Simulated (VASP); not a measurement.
**Mo: single point with r2SCAN+D3(BJ)**

The system is Mo.

```
Mo
1.0
    -1.56828    1.56828    1.56828
     1.56828   -1.56828    1.56828
     1.56828    1.56828   -1.56828
Mo
1
Cartesian
  0.0000 0.0000 0.0000
```

- Program: VASP 6.6.1
- Task: single point
- Functional: r2SCAN
- Dispersion: D3(BJ)
- Potentials or basis: VASP PAW PBE potentials, release 64 (Mo_sv)
- Cutoff: 520 eV
- k mesh: 12 × 12 × 12
- Occupations: fermi-dirac, width 0.05 eV
- Spin: no spin polarisation
- Dipole correction: no
- Further INCAR settings: ALGO = Normal; EDIFF = 1e-07; NBANDS = 13

```json
{
  "Pressure": "1.2 GPa",
  "Band gap on the k mesh": "zero (band 7 reaches 16.98 eV, above the bottom of band 8 at 11.31 eV)",
  "Dispersion energy per atom": "-0.342 eV"
}
```

Levels at points of the mesh, in eV from the Fermi level:
```
           k point  band 4  band 5  band 6  band 7  band 8  band 9  band 10  band 11
(0.00, 0.00, 0.00)  -35.65   -7.69   -1.43   -1.43   -1.43    1.96     1.96    15.53
(0.50, 0.00, 0.00)  -35.66   -5.66   -3.63    1.65    1.94    2.65     5.04    12.47
(0.50, 0.50, 0.50)  -36.72   -5.74   -5.74    4.24    4.24    4.24     9.60     9.60
```

It took 34 s on 1 thread of Intel(R) Xeon(R) Platinum 8375C CPU @ 2.90GHz (Ice Lake), with other jobs on the host, peak memory 0.14 GiB.

Caveat: the PAW data sets were made with another functional, which shifts forces and pressure a little; pairwise dispersion overbinds metals, which lowers pressure and volume.
